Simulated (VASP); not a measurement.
A run of VASP 6.6.1:

Contents of INCAR:

```
SYSTEM = BiSb
PREC     = Accurate       ! precision mode
ENCUT    = 520            ! plane-wave cutoff, eV
EDIFF    = 1E-6           ! SCF threshold, eV
ISMEAR   = -1             ! smearing method
SIGMA    = 0.1            ! smearing width, eV
LREAL    = .False.        ! projectors in reciprocal space
LASPH    = .True.         ! aspherical terms in the spheres
NELM     = 80             ! most SCF steps
ALGO     = Normal         ! electronic algorithm
ISIF     = 2              ! what is computed and relaxed
LWAVE    = .False.        ! write WAVECAR
LCHARG   = .True.         ! write CHGCAR
LELF     = .True.         ! ELF
LVHAR    = .True.       
NBANDS   = 17             ! bands
```

The input KPOINTS:

```
regular mesh
0
Gamma
  12 12 12
  0 0 0
```

The input POSCAR:

```
BiSb
1.0
    0.0000000000      3.0669080313      3.0669080313
    3.0669080313      0.0000000000      3.0669080313
    3.0669080313      3.0669080313      0.0000000000
Sb Bi
1 1
Direct
    0.0000000000      0.0000000000      0.0000000000
    0.2500000000      0.2500000000      0.2500000000
```

Potentials or basis: VASP PAW LDA potentials, release 64 (Sb, Bi_d).

Run with:

```bash
$ cat potpaw_LDA.64/Sb/POTCAR potpaw_LDA.64/Bi_d/POTCAR > POTCAR
$ mpirun -np 1 vasp_std > vasp.out
```

Hardware: 1 thread of Intel(R) Xeon(R) 6975P-C (Granite Rapids) (shared host).

Q: How long does it take, and how much memory?

A: Run time: 17 s on 1 thread of Intel(R) Xeon(R) 6975P-C (Granite Rapids), on a shared host, peak memory 0.2 GiB. Counts: scf iterations 11, k points 72.
